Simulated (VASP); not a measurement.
# LaGa3Au (I4mm) in VASP: single point with PBE

Aim: the single point of LaGa3Au with PBE.

Everything below comes from runs of VASP 6.6.1. Logs are shortened: lines on timing, memory, paths and dates and some standing lists are left out, and cuts for length are marked.

### 1 The cell of the first run

Symmetry: I4mm, No. 107, tetragonal system. The conventional cell has a = 4.404 Å, b = 4.404 Å, c = 10.741 Å, α = 90.00°, β = 90.00°, γ = 90.00°. Within 4.5 Å of La (site symmetry 4mm) lie 5 Au at 3.34 to 4.15 Å and 13 Ga at 3.36 to 4.10 Å and 4 La at 4.40 Å. Au (site symmetry 4mm) has 5 Ga at 2.48 to 2.65 Å and 4 La at 3.34 Å within 3.4 Å. Within 3.5 Å of Ga (site symmetry 2mm) lie 6 Ga at 2.61 to 3.11 Å and 2 Au at 2.65 Å and 4 La at 3.47 to 3.48 Å. Within 3.4 Å of Ga (site symmetry 4mm) lie 1 Au at 2.48 Å and 4 Ga at 2.61 Å and 4 La at 3.36 Å.

### 2 Single point, PBE

INCAR reads:

```
SYSTEM = LaGa3Au
PREC = Accurate
ENCUT = 520
EDIFF = 1E-6
ISMEAR = -1
SIGMA = 0.0116
LREAL = .FALSE.
LASPH = .TRUE.
NELM = 60
ALGO = Normal
ISIF = 2
LWAVE = .FALSE.
LCHARG = .FALSE.
GGA = PE
NBANDS = 38
```

KPOINTS reads:

```
regular mesh
0
G
  6 6 6
  0 0 0
```

POSCAR reads:

```
LaGa3Au
1.0
    0.0000000000      4.4039430000      0.0000000000
    4.4039430000      0.0000000000      0.0000000000
    2.2019720000      2.2019720000     -5.3707400000
La Au Ga
1 1 3
Direct
    0.1336000000      0.1336000000      0.7328000000
    0.5204000000      0.5204000000      0.9592000000
    0.8827000000      0.3827000000      0.2346000000
    0.3827000000      0.8827000000      0.2346000000
    0.7515000000      0.7515000000      0.4970000000
```

Potentials or basis: VASP PAW PBE potentials, release 64 (La, Au, Ga_d).

Run with:

```bash
$ cat potpaw_PBE.64/La/POTCAR potpaw_PBE.64/Au/POTCAR potpaw_PBE.64/Ga_d/POTCAR > POTCAR
$ mpirun -np 1 vasp_std > vasp.out
```

OUTCAR:

```text
SYSTEM = LaGa3Au
   PREC = Accurate
   ENCUT = 520
   EDIFF = 1E-6
   ISMEAR = -1
   LREAL = .FALSE.
   LASPH = .TRUE.
   NELM = 60
   ISIF = 2
   GGA = PE

 ion  position               nearest neighbor table
   1  0.134  0.134  0.733-   2 3.34   2 3.34   2 3.34   2 3.34
   2  0.520  0.520  0.959-   5 2.48   4 2.65   3 2.65   4 2.65   3 2.65   1 3.34   1 3.34   1 3.34
                             1 3.34
   3  0.883  0.383  0.235-   5 2.61   5 2.61   2 2.65   2 2.65
   4  0.383  0.883  0.235-   5 2.61   5 2.61   2 2.65   2 2.65
   5  0.752  0.752  0.497-   2 2.48   3 2.61   4 2.61   3 2.61   4 2.61

  LATTYP: Found a body centered tetragonal cell.
 ALAT       =     4.4039430000
 C/A-ratio  =     2.4390597244

  Lattice vectors:

 A1 = (  -2.2019720000,   2.2019710000,   5.3707400000)
 A2 = (   2.2019710000,  -2.2019720000,   5.3707400000)
 A3 = (   2.2019720000,   2.2019720000,  -5.3707400000)

Analysis of symmetry for initial positions (statically):
=====================================================================
 Subroutine PRICEL returns:
 Original cell was already a primitive cell.

 Routine SETGRP: Setting up the symmetry group for a
 body centered tetragonal supercell.

 Subroutine GETGRP returns: Found  8 space group operations
 (whereof  8 operations were pure point group operations)
 out of a pool of 16 trial point group operations.

The static configuration has the point symmetry C_4v.

Analysis of symmetry for dynamics (positions and initial velocities):
=====================================================================
 Subroutine PRICEL returns:
 Original cell was already a primitive cell.

 Routine SETGRP: Setting up the symmetry group for a
 body centered tetragonal supercell.

 Subroutine GETGRP returns: Found  8 space group operations
 (whereof  8 operations were pure point group operations)
 out of a pool of 16 trial point group operations.

The dynamic configuration has the point symmetry C_4v.

 Subroutine INISYM returns: Found  8 space group operations
 (whereof  8 operations are pure point group operations),
 and found     1 'primitive' translations

----------------------------------------------------------------------------------------

                                     Primitive cell

  volume of cell :     104.1640

  direct lattice vectors                    reciprocal lattice vectors
     0.000000000  4.403943000  0.000000000     0.000000000  0.227069242  0.093097062
     4.403943000  0.000000000  0.000000000     0.227069242  0.000000000  0.093097062
     2.201972000  2.201972000 -5.370740000     0.000000000  0.000000000 -0.186194081

  length of vectors
     4.403943000  4.403943000  6.208237232     0.245412925  0.245412925  0.186194081

  position of ions in fractional coordinates (direct lattice)
     0.133600000  0.133600000  0.732800000
     0.520400000  0.520400000  0.959200000
     0.882700000  0.382700000  0.234600000
     0.382700000  0.882700000  0.234600000
     0.751500000  0.751500000  0.497000000

  ion indices of the primitive-cell ions
   primitive index   ion index
                 1           1
                 2           2
                 3           3
                 4           4
                 5           5

----------------------------------------------------------------------------------------

 KPOINTS: regular mesh

Automatic generation of k-mesh.
 Grid dimensions read from file:
 generate k-points for:    6    6    6

 Generating k-lattice:

  Cartesian coordinates                     Fractional coordinates (reciprocal lattice)
     0.000000000  0.037844874  0.015516177     0.166666667  0.000000000 -0.000000000
     0.037844874  0.000000000  0.015516177     0.000000000  0.166666667 -0.000000000
     0.000000000  0.000000000 -0.031032347     0.000000000  0.000000000  0.166666667

  Length of vectors
     0.040902154  0.040902154  0.031032347

  Shift w.r.t. Gamma in fractional coordinates (k-lattice)
     0.000000000  0.000000000  0.000000000

 Subroutine IBZKPT returns following result:
 ===========================================

 Found     30 irreducible k-points:

 Following reciprocal coordinates:
            Coordinates               Weight
  0.000000  0.000000  0.000000      1.000000
  0.166667  0.000000  0.000000      8.000000
  0.333333  0.000000  0.000000      8.000000
  0.500000  0.000000  0.000000      4.000000
  0.166667  0.166667  0.000000      8.000000
  0.333333  0.166667  0.000000     16.000000
[... 16 lines left out ...]
 -0.333333 -0.333333  0.166667      4.000000
 -0.166667 -0.333333  0.166667     16.000000
 [... further k-points ...]
   k-points           NKPTS =     30   k-points in BZ     NKDIM =     30   number of bands    NBANDS=     38
   number of dos      NEDOS =    301   number of ions     NIONS =      5
   total plane-waves  NPLWV =  62208
   dimension x,y,z NGX =    36 NGY =   36 NGZ =   48
   dimension x,y,z NGXF=    72 NGYF=   72 NGZF=   96
   ions per type =               1   1   3
   NGX,Y,Z   is equivalent  to a cutoff of  13.59, 13.59, 12.85 a.u.
   NGXF,Y,Z  is equivalent  to a cutoff of  27.18, 27.18, 25.71 a.u.
 SYSTEM =  LaGa3Au
   PREC   = accura    normal or accurate (medium, high low for compatibility)
   ISTART =      0    job   : 0-new  1-cont  2-samecut
   ICHARG =      2    charge: 1-file 2-atom 10-const
   ISPIN  =      1    spin polarized calculation?
   LNONCOLLINEAR =      F non collinear calculations
   LSORBIT =      F    spin-orbit coupling
   LASPH  =      T    aspherical Exc in radial PAW
   ENCUT  =  520.0 eV  38.22 Ry    6.18 a.u.   8.19  8.19 11.54*2*pi/ulx,y,z
   NELM   =     60;   NELMIN=  2; NELMDL= -5     # of ELM steps
   EDIFF  = 0.1E-05   stopping-criterion for ELM
   LREAL  =      F    real-space projection
   EDIFFG = 0.1E-04   stopping-criterion for IOM
   NSW    =      0    number of steps for IOM
   IBRION =     -1    ionic relax: 0-MD 1-quasi-New 2-CG
   NFREE  =      0    steps in history (QN), initial steepest desc. (CG)
   ISIF   =      2    stress and relaxation
   ISYM   =      2    0-nonsym 1-usesym 2-fastsym
   POTIM  = 0.5000    time-step for ionic-motion
   TEBEG  =    0.0;   TEEND  =   0.0 temperature during run
   PSTRESS=    0.0 pullay stress
   NELECT =      61.0000    total number of electrons
   NUPDOWN=      -1.0000    fix difference up-down
   EMIN   =  10.00;   EMAX   =-10.00  energy-range for DOS
   EFERMI =   0.00;   METHOD = LEGACY
   ISMEAR =    -1;   SIGMA  =   0.01  broadening in eV -4-tet -1-fermi 0-gaus
   EFERMI_NEDOS =   21; number of points for ismear=-14 and -15
   IALGO  =     38    algorithm
   IMIX   =      4    mixing-type and parameters
     AMIX     =   0.40;   BMIX     =  1.00
     AMIX_MAG =   1.60;   BMIX_MAG =  1.00
  volume/ion in A,a.u.               =      20.83       140.59
  Fermi-wavevector in a.u.,A,eV,Ry     =   1.369658  2.588279 25.524043  1.875964
  Thomas-Fermi vector in A             =   2.495514
   LORBIT       =      0    0 simple, 1 ext, 2 COOP (PROOUT), +10 PAW based schemes
   GGA     = PE    functional components
[... 5 lines left out ...]
 non-spin polarized calculation
  energy-cutoff  :      520.00
  volume of cell :      104.16
 maximum number of plane-waves:      2863
 NGX is ok and might be reduce to    36
   NGX = 17   NGY = 17   NGZ = 23

 number of electron      60.9999990 magnetization

 Free energy of the ion-electron system (eV)
  ---------------------------------------------------
  ext. energy  EPLUGINS =         0.00000000
  ---------------------------------------------------
  free energy    TOTEN  =       -20.06252385 eV

  energy without entropy =      -20.06165468  energy(sigma->0) =      -20.06208927

 E-fermi :   7.5604     XC(G=0): -11.0537

 val. band max:        7.4969502615   @ k =   0.1667   0.0000   0.0000
 cond. band min:       7.5772428858   @ k =  -0.1667  -0.3333   0.1667
 fundamental gap:      0.0802926243
 Fermi energy:         7.5603763230

 k-point     1 :       0.0000    0.0000    0.0000
  band No.  band energies     occupation
      1     -25.3780      2.00000
      2      -9.2037      2.00000
      3      -8.9982      2.00000
      4      -8.9982      2.00000
      5      -7.4602      2.00000
      6      -7.4163      2.00000
[... 30 lines left out ...]
     37       9.3938      0.00000
     38       9.5023      0.00000

 k-point     2 :       0.1667    0.0000    0.0000
  band No.  band energies     occupation
      1     -25.3755      2.00000
      2      -9.1987      2.00000
      3      -9.0596      2.00000
      4      -8.9967      2.00000
      5      -7.4457      2.00000
      6      -7.4452      2.00000
[... 30 lines left out ...]
     37       9.3926      0.00000
     38       9.5114      0.00000

 k-point     3 :       0.3333    0.0000    0.0000
  band No.  band energies     occupation
      1     -25.3703      2.00000
      2      -9.1922      2.00000
      3      -9.1720      2.00000
      4      -8.9936      2.00000
      5      -7.4523      2.00000
      6      -7.4267      2.00000
[... 30 lines left out ...]
     37       9.3771      0.00000
     38       9.4739      0.00000

 k-point     4 :       0.5000    0.0000    0.0000
  band No.  band energies     occupation
      1     -25.3677      2.00000
      2      -9.2348      2.00000
      3      -9.1790      2.00000
      4      -8.9919      2.00000
      5      -7.4355      2.00000
      6      -7.4314      2.00000
[... 30 lines left out ...]
     37       9.3872      0.00000
     38       9.4123      0.00000
[... 703 lines left out ...]
      4      -9.0393      2.00000
      5      -7.4446      2.00000
      6      -7.4389      2.00000
[... 30 lines left out ...]
     37       9.4225      0.00000
     38       9.4630      0.00000

 k-point    23 :      -0.3333   -0.3333    0.1667
  band No.  band energies     occupation
      1     -25.3633      2.00000
      2      -9.1814      2.00000
      3      -9.1447      2.00000
      4      -9.1393      2.00000
      5      -7.4725      2.00000
      6      -7.4380      2.00000
[... 30 lines left out ...]
     37       9.4384      0.00000
     38       9.4525      0.00000

 k-point    24 :      -0.1667   -0.3333    0.1667
  band No.  band energies     occupation
      1     -25.3678      2.00000
      2      -9.1953      2.00000
      3      -9.1625      2.00000
      4      -9.0421      2.00000
      5      -7.4696      2.00000
      6      -7.4289      2.00000
[... 30 lines left out ...]
     37       9.4200      0.00000
     38       9.4816      0.00000

 [... further k-points ...]

------------------------ aborting loop because EDIFF is reached ----------------------------------------

  FORCE on cell =-STRESS in cart. coord.  units (eV):
  Direction    XX          YY          ZZ          XY          YZ          ZX
  --------------------------------------------------------------------------------------
  -------------------------------------------------------------------------------------
  Total        0.6756078      0.6756078      0.8516378      0.0000000     -0.0000001     -0.0000001
  in kB       10.3917273     10.3917273     13.0992970      0.0000000     -0.0000012     -0.0000012
  external PRESSURE =      11.2942506 kB  Pullay stress =       0.0000000 kB

 VOLUME and BASIS-vectors are now :
 -----------------------------------------------------------------------------
  energy-cutoff  :      520.00
  volume of cell :      104.16
      direct lattice vectors                 reciprocal lattice vectors
     0.000000000  4.403943000  0.000000000     0.000000000  0.227069242  0.093097062
     4.403943000  0.000000000  0.000000000     0.227069242  0.000000000  0.093097062
     2.201972000  2.201972000 -5.370740000     0.000000000  0.000000000 -0.186194081

 POSITION                                       TOTAL-FORCE (eV/Angst)
 -----------------------------------------------------------------------------------
      2.20197      2.20197     -3.93568        -0.000000     -0.000000      0.231073
      4.40394      4.40394     -5.15161         0.000000      0.000000     -0.614953
      2.20197      4.40394     -1.25998        -0.000000     -0.000000      0.232411
      4.40394      2.20197     -1.25998        -0.000000     -0.000000      0.232411
      4.40394      4.40394     -2.66926         0.000000      0.000000     -0.080940
 -----------------------------------------------------------------------------------
    total drift:                               -0.000039     -0.000039     -0.000584

  FREE ENERGIE OF THE ION-ELECTRON SYSTEM (eV)
  ---------------------------------------------------
  free  energy   TOTEN  =       -20.0625238533 eV

  energy  without entropy=      -20.0616546847  energy(sigma->0) =      -20.06208927
```

Wall time 2.1 min (1 thread of AMD EPYC 7R13 (Zen 3), shared host); peak memory 0.29 GiB.

What came out:

- Free energy: -20.0625 eV
- Pressure: 1.1 GPa
- Largest force: 0.615 eV/Å
- Band gap on the k mesh: zero (an odd number of electrons rules out a gap without spin polarisation)

Forces on the atoms (eV/Å):
```
La   0.000  0.000  0.231
Au   0.000  0.000 -0.615
Ga   0.000  0.000  0.232
Ga   0.000  0.000  0.232
Ga   0.000  0.000 -0.081
```

Levels at points of the mesh, in eV from the Fermi level:
| k point | band 27 | band 28 | band 29 | band 30 | band 31 | band 32 | band 33 | band 34 |
| --- | --- | --- | --- | --- | --- | --- | --- | --- |
| (0.00, 0.00, 0.00) | -3.51 | -2.15 | -1.63 | -1.63 | 0.62 | 1.20 | 1.20 | 1.71 |
| (0.50, 0.00, 0.00) | -3.44 | -3.13 | -1.14 | 0.09 | 0.36 | 0.62 | 1.25 | 1.71 |
| (0.50, 0.50, 0.00) | -4.46 | -4.03 | -2.52 | -1.80 | -1.40 | 1.60 | 1.68 | 1.70 |
| (0.00, 0.00, 0.50) | -1.86 | -1.75 | -1.75 | 0.27 | 1.16 | 1.28 | 1.28 | 1.38 |

Caveat: spin-orbit coupling is left out, which moves the levels of the heavy elements.
